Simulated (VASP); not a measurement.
The system is Os.

```
CELL_PARAMETERS angstrom
2.69306 0.00000 0.00000
-1.34653 2.33226 0.00000
0.00000 0.00000 4.36275
ATOMIC_POSITIONS crystal
Os 0.33333 0.66667 0.25000
Os 0.66667 0.33333 0.75000
```

| Item | Value |
| --- | --- |
| Program | VASP 6.6.1 |
| Task | relaxation of cell and atoms |
| Functional | LDA |
| Potentials or basis | VASP PAW LDA potentials, release 64 (Os) |
| Cutoff | 600 eV |
| k mesh | 18 × 18 × 10 |
| Occupations | fermi-dirac, width 0.05 eV |
| Spin | no spin polarisation |

At the start: pressure 1.0 GPa; volume 13.70 Å³/atom.

Question: How do energy, volume and symmetry change on relaxing?

Answer: Over 9 steps the energy falls by 10.5 meV/atom and the volume is 13.74 Å³/atom (+0.3 %); space group P6_3/mmc (No. 194, to 0.1 Å) before and after.

The path:
```tsv
step	energy change (eV)	largest force (eV/Å)	pressure (GPa)	volume (Å³)
1	0.0000	0.0000	0.97	27.40
2	0.0275	0.0000	-2.19	27.70
3	-0.0208	0.0000	-0.88	27.52
4	-0.0208	0.0000	-0.85	27.52
5	-0.0188	0.0000	3.44	27.27
6	-0.0210	0.0000	0.02	27.47
7	-0.0210	0.0000	0.02	27.47
8	-0.0210	0.0000	-0.01	27.47
9	-0.0210	0.0000	0.01	27.47
```

Final structure:
```yaml
crystal:
  lattice:
    - [2.71743, 0.00000, 0.00000]
    - [-1.35871, 2.35336, 0.00000]
    - [0.00000, 0.00000, 4.29568]
  atoms:
    - { symbol: Os, position: [0.33333, 0.66667, 0.25000] }
    - { symbol: Os, position: [0.66667, 0.33333, 0.75000] }
```
